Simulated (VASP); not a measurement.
# Se (Fm-3m) in VASP: relaxation of cell and atoms with PBE

Aim: the relaxation of cell and atoms of Se with PBE.

Program: VASP 6.6.1. These are calculated values, not measurements. Logs are shortened: lines on timing, memory, paths and dates and some standing lists are left out, and cuts for length are marked.

### Step 1. The cell of the first run

The structure is cubic, space group Fm-3m (No. 225). The conventional cell has a = 3.544 Å, b = 3.544 Å, c = 3.544 Å, α = 90.00°, β = 90.00°, γ = 90.00°. Within 3.3 Å of Se (site symmetry m-3m) lie 12 Se at 2.51 Å.

### Step 2. Relaxation of cell and atoms, PBE

The input, INCAR:

```
PREC = Accurate
ENCUT = 600
EDIFF = 1E-6
ISMEAR = -1
SIGMA = 0.03
LREAL = F
LASPH = T
NELM = 100
ALGO = Normal
ISIF = 3
LWAVE = F
LCHARG = F
GGA = PE
IBRION = 2
NSW = 100
EDIFFG = -0.005
```

The input, KPOINTS:

```
Automatic mesh
0
Gamma
  16 16 16
```

The input, POSCAR:

```
Se
1.0
    0.0000000000      1.7717639764      1.7717639764
    1.7717639764      0.0000000000      1.7717639764
    1.7717639764      1.7717639764      0.0000000000
Se
1
Direct
    0.0000000000      0.0000000000      0.0000000000
```

Potentials or basis: VASP PAW PBE potentials, release 64 (Se).

The run is started by

```console
cat potpaw_PBE.64/Se/POTCAR > POTCAR
mpirun -np 1 vasp_std > vasp.out
```

OUTCAR:

```text
PREC = Accurate
   ENCUT = 600
   EDIFF = 1E-6
   ISMEAR = -1
   LREAL = F
   LASPH = T
   NELM = 100
   ISIF = 3
   GGA = PE
   IBRION = 2
   NSW = 100
   EDIFFG = -0.005

 ion  position               nearest neighbor table
   1  0.000  0.000  0.000-

  LATTYP: Found a face centered cubic cell.
 ALAT       =     3.5435279528

  Lattice vectors:

 A1 = (   0.0000000000,   1.7717639764,   1.7717639764)
 A2 = (   1.7717639764,   0.0000000000,   1.7717639764)
 A3 = (   1.7717639764,   1.7717639764,   0.0000000000)

Analysis of symmetry for initial positions (statically):
=====================================================================
 Subroutine PRICEL returns:
 Original cell was already a primitive cell.

 Routine SETGRP: Setting up the symmetry group for a
 face centered cubic supercell.

 Subroutine GETGRP returns: Found 48 space group operations
 (whereof 48 operations were pure point group operations)
 out of a pool of 48 trial point group operations.

The static configuration has the point symmetry O_h .

Analysis of symmetry for dynamics (positions and initial velocities):
=====================================================================
 Subroutine PRICEL returns:
 Original cell was already a primitive cell.

 Routine SETGRP: Setting up the symmetry group for a
 face centered cubic supercell.

 Subroutine GETGRP returns: Found 48 space group operations
 (whereof 48 operations were pure point group operations)
 out of a pool of 48 trial point group operations.

The dynamic configuration has the point symmetry O_h .

 Subroutine INISYM returns: Found 48 space group operations
 (whereof 48 operations are pure point group operations),
 and found     1 'primitive' translations

----------------------------------------------------------------------------------------

                                     Primitive cell

  volume of cell :      11.1237

  direct lattice vectors                    reciprocal lattice vectors
     0.000000000  1.771763976  1.771763976    -0.282204631  0.282204631  0.282204631
     1.771763976  0.000000000  1.771763976     0.282204631 -0.282204631  0.282204631
     1.771763976  1.771763976  0.000000000     0.282204631  0.282204631 -0.282204631

  length of vectors
     2.505652645  2.505652645  2.505652645     0.488792760  0.488792760  0.488792760

  position of ions in fractional coordinates (direct lattice)
     0.000000000  0.000000000  0.000000000

  ion indices of the primitive-cell ions
   primitive index   ion index
                 1           1

----------------------------------------------------------------------------------------

 KPOINTS: Automatic mesh

Automatic generation of k-mesh.
 Grid dimensions read from file:
 generate k-points for:   16   16   16

 Generating k-lattice:

  Cartesian coordinates                     Fractional coordinates (reciprocal lattice)
    -0.017637789  0.017637789  0.017637789     0.062500000  0.000000000  0.000000000
     0.017637789 -0.017637789  0.017637789     0.000000000  0.062500000  0.000000000
     0.017637789  0.017637789 -0.017637789     0.000000000  0.000000000  0.062500000

  Length of vectors
     0.030549547  0.030549547  0.030549547

  Shift w.r.t. Gamma in fractional coordinates (k-lattice)
     0.000000000  0.000000000  0.000000000

 Subroutine IBZKPT returns following result:
 ===========================================

 Found    145 irreducible k-points:

 Following reciprocal coordinates:
            Coordinates               Weight
  0.000000  0.000000  0.000000      1.000000
  0.062500  0.000000  0.000000      8.000000
  0.125000  0.000000  0.000000      8.000000
  0.187500  0.000000  0.000000      8.000000
  0.250000  0.000000  0.000000      8.000000
  0.312500  0.000000  0.000000      8.000000
[... 16 lines left out ...]
 -0.125000  0.062500  0.000000     24.000000
 -0.062500  0.062500  0.000000     12.000000
 [... further k-points ...]
   k-points           NKPTS =    145   k-points in BZ     NKDIM =    145   number of bands    NBANDS=      7
   number of dos      NEDOS =    301   number of ions     NIONS =      1
   total plane-waves  NPLWV =   8000
   dimension x,y,z NGX =    20 NGY =   20 NGZ =   20
   dimension x,y,z NGXF=    40 NGYF=   40 NGZF=   40
   ions per type =               1
   NGX,Y,Z   is equivalent  to a cutoff of  13.27, 13.27, 13.27 a.u.
   NGXF,Y,Z  is equivalent  to a cutoff of  26.54, 26.54, 26.54 a.u.
 SYSTEM =  unknown system
   PREC   = accura    normal or accurate (medium, high low for compatibility)
   ISTART =      0    job   : 0-new  1-cont  2-samecut
   ICHARG =      2    charge: 1-file 2-atom 10-const
   ISPIN  =      1    spin polarized calculation?
   LNONCOLLINEAR =      F non collinear calculations
   LSORBIT =      F    spin-orbit coupling
   LASPH  =      T    aspherical Exc in radial PAW
   ENCUT  =  600.0 eV  44.10 Ry    6.64 a.u.   5.00  5.00  5.00*2*pi/ulx,y,z
   NELM   =    100;   NELMIN=  2; NELMDL= -5     # of ELM steps
   EDIFF  = 0.1E-05   stopping-criterion for ELM
   LREAL  =      F    real-space projection
   EDIFFG = -.5E-02   stopping-criterion for IOM
   NSW    =    100    number of steps for IOM
   IBRION =      2    ionic relax: 0-MD 1-quasi-New 2-CG
   NFREE  =      1    steps in history (QN), initial steepest desc. (CG)
   ISIF   =      3    stress and relaxation
   ISYM   =      2    0-nonsym 1-usesym 2-fastsym
   POTIM  = 0.5000    time-step for ionic-motion
   TEBEG  =    0.0;   TEEND  =   0.0 temperature during run
   PSTRESS=    0.0 pullay stress
   NELECT =       6.0000    total number of electrons
   NUPDOWN=      -1.0000    fix difference up-down
   EMIN   =  10.00;   EMAX   =-10.00  energy-range for DOS
   EFERMI =   0.00;   METHOD = LEGACY
   ISMEAR =    -1;   SIGMA  =   0.03  broadening in eV -4-tet -1-fermi 0-gaus
   EFERMI_NEDOS =   21; number of points for ismear=-14 and -15
   IALGO  =     38    algorithm
   IMIX   =      4    mixing-type and parameters
     AMIX     =   0.40;   BMIX     =  1.00
     AMIX_MAG =   1.60;   BMIX_MAG =  1.00
  volume/ion in A,a.u.               =      11.12        75.07
  Fermi-wavevector in a.u.,A,eV,Ry     =   1.332629  2.518304 24.162601  1.775901
  Thomas-Fermi vector in A             =   2.461550
   LORBIT       =      0    0 simple, 1 ext, 2 COOP (PROOUT), +10 PAW based schemes
   GGA     = PE    functional components
   LHFCALC =     F    Hartree Fock is set to
   AEXX    =    0.0000 exact exchange contribution
   IVDW    =     0    specifies the selected vdW correction
   LEPSILON=     F    determine dielectric tensor
   LRPA    =     F    only Hartree local field effects (RPA)
 conjugate gradient relaxation of ions
 non-spin polarized calculation
  energy-cutoff  :      600.00
  volume of cell :       11.12
 maximum number of plane-waves:       388
   NGX =  9   NGY =  9   NGZ =  9

--------------------------------------- Ionic step        1  -------------------------------------------

 number of electron       5.9999999 magnetization

 Free energy of the ion-electron system (eV)
  ---------------------------------------------------
  ext. energy  EPLUGINS =         0.00000000
  ---------------------------------------------------
  free energy    TOTEN  =        -0.04400621 eV

  energy without entropy =       -0.04267415  energy(sigma->0) =       -0.04334018

 E-fermi :  15.0015     XC(G=0): -13.5559

 val. band max:       14.9530231267   @ k =  -0.4375   0.3125   0.0000
 cond. band min:      15.0166610766   @ k =   0.2500   0.1250   0.0625
 fundamental gap:      0.0636379498
 Fermi energy:        15.0014763346

 k-point     1 :       0.0000    0.0000    0.0000
  band No.  band energies     occupation
      1      -8.7122      2.00000
      2      22.5791      0.00000
      3      22.5791      0.00000
      4      22.5791      0.00000
      5      28.3056      0.00000
      6      28.3056      0.00000
      7      28.3056      0.00000

 k-point     2 :       0.0625    0.0000    0.0000
  band No.  band energies     occupation
      1      -8.5729      2.00000
      2      21.1030      0.00000
      3      22.3174      0.00000
      4      22.3174      0.00000
      5      27.8948      0.00000
      6      28.7268      0.00000
      7      28.7268      0.00000
[... 701 lines left out ...]
 POSITION                                       TOTAL-FORCE (eV/Angst)
 -----------------------------------------------------------------------------------
      2.16483     -0.00000      2.16483         0.000000     -0.000000     -0.000000
 -----------------------------------------------------------------------------------
    total drift:                                0.000000     -0.000000      0.000000

  FREE ENERGIE OF THE ION-ELECTRON SYSTEM (eV)
  ---------------------------------------------------
  free  energy   TOTEN  =        -2.7804639243 eV

  energy  without entropy=       -2.7784824388  energy(sigma->0) =       -2.77947318

--------------------------------------- Ionic step        8  -------------------------------------------

 number of electron       5.9999997 magnetization

 Free energy of the ion-electron system (eV)
  ---------------------------------------------------
  ext. energy  EPLUGINS =         0.00000000
  ---------------------------------------------------
  free energy    TOTEN  =        -2.78047034 eV

  energy without entropy =       -2.77848502  energy(sigma->0) =       -2.77947768

 E-fermi :   5.4208     XC(G=0): -10.6103

 val. band max:        5.4085178104   @ k =   0.1875   0.0625   0.0000
 cond. band min:       5.4215542408   @ k =  -0.4375   0.3125   0.0000
 fundamental gap:      0.0130364304
 Fermi energy:         5.4207610599

 k-point     1 :       0.0000    0.0000    0.0000
  band No.  band energies     occupation
      1     -10.6263      2.00000
      2       8.4552      0.00000
      3       8.4552      0.00000
      4       8.4552      0.00000
      5      16.5253      0.00000
      6      17.4549      0.00000
      7      17.4549      0.00000

 k-point     2 :       0.0625    0.0000    0.0000
  band No.  band energies     occupation
      1     -10.5487      2.00000
      2       7.8935      0.00000
      3       8.3905      0.00000
      4       8.3905      0.00000
      5      16.6949      0.00000
      6      17.3194      0.00000
      7      17.6048      0.00000
[... 242 lines left out ...]
 POSITION                                       TOTAL-FORCE (eV/Angst)
 -----------------------------------------------------------------------------------
      0.00000      0.00000      0.00000        -0.000000     -0.000000     -0.000000
 -----------------------------------------------------------------------------------
    total drift:                                0.000000      0.000000     -0.000000

  FREE ENERGIE OF THE ION-ELECTRON SYSTEM (eV)
  ---------------------------------------------------
  free  energy   TOTEN  =        -2.7804703370 eV

  energy  without entropy=       -2.7784850166  energy(sigma->0) =       -2.77947768

 reached required accuracy - stopping structural energy minimisation
```

Run time: 21 s. Hardware: 1 thread of Intel Xeon 6975P-C (Granite Rapids), shared host; peak memory 0.13 GiB.

Results:

* Free energy: -2.7805 eV
* Relaxed volume: 20.32 Å³/atom
* Relaxed cell: a = 3.063 Å, b = 3.063 Å, c = 3.063 Å, α = 60.00°, β = 60.00°, γ = 60.00°
* Space group after relaxing (to 0.05 Å): Fm-3m (No. 225)
* Energy gained by relaxing: 2736.5 meV/atom
* Ionic steps: 8
* Pressure after relaxing: 0.0 GPa
* Band gap on the k mesh: zero (band 3 reaches 8.46 eV, above the bottom of band 4 at 3.19 eV)

Step by step:
```tsv
step	energy change (eV)	largest force (eV/Å)	pressure (GPa)	volume (Å³)
1	0.0000	0.0000	164.14	11.12
2	-1.5777	0.0000	-8.27	41.40
3	-2.7264	0.0000	-3.05	21.33
4	-2.7330	0.0000	-1.86	20.90
5	-2.7365	0.0000	0.10	20.29
6	-2.7361	0.0000	-0.66	20.51
7	-2.7365	0.0000	0.09	20.29
8	-2.7365	0.0000	0.00	20.32
```

Final structure:
```
Se
1.0
     0.00000    2.16574    2.16574
     2.16574    0.00000    2.16574
     2.16574    2.16574    0.00000
Se
1
Cartesian
  0.0000 0.0000 0.0000
```

Levels at points of the mesh, in eV from the Fermi level:
| k point | band 1 | band 2 | band 3 | band 4 | band 5 | band 6 | band 7 |
| --- | --- | --- | --- | --- | --- | --- | --- |
| (0.00, 0.00, 0.00) | -16.05 | 3.03 | 3.03 | 3.03 | 11.10 | 12.03 | 12.03 |
| (0.50, 0.00, 0.00) | -12.85 | -6.69 | 1.78 | 1.78 | 8.48 | 11.14 | 11.14 |
| (0.50, 0.50, 0.00) | -11.61 | -5.83 | -0.80 | -0.80 | 4.98 | 5.93 | 23.40 |

Caveat: the volume moved by over 15 % at a fixed basis, so the end points are rough.
